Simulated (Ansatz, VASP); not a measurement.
ScRu3 in VASP and in Ansatz

```
Ru Sc
1.0
     3.96452    0.00000    0.00000
     0.00000    3.96452    0.00000
     0.00000    0.00000    3.96452
Ru Sc
3 1
Direct
  0.50000 0.50000 0.00000
  0.50000 0.00000 0.50000
  0.00000 0.50000 0.50000
  0.00000 0.00000 0.00000
```

Alike in both runs: task single point; functional PBE; k mesh 7 × 7 × 7; occupations fermi-dirac, width 0.05 eV; no spin polarisation.

|  | VASP | Ansatz |
| --- | --- | --- |
| version | VASP 6.6.1 | Ansatz 0.2.0 |
| potentials or method | VASP PAW PBE potentials, release 64 (Ru_pv, Sc_sv) | Ansatz PAW |
| plane-wave cutoff (eV) | 520 | 420 |
| valence electrons in the cell | 53 | 59 |

Ansatz gave:

| Item | Value |
| --- | --- |
| gap on the k mesh at the Fermi level (eV) | none |
| pressure (GPa) | -5.4 |

Estimate VASP's values.

gap on the k mesh at the Fermi level (eV): none; pressure (GPa): -5.2.

A gap of «none» marks a metal or a gap that the smearing closes. With one functional, cell and mesh, what is left measures potentials, basis and numerics. VASP's potentials hold 53 valence electrons a cell and Ansatz's 59, so a difference there can come from the potentials and not from the codes.
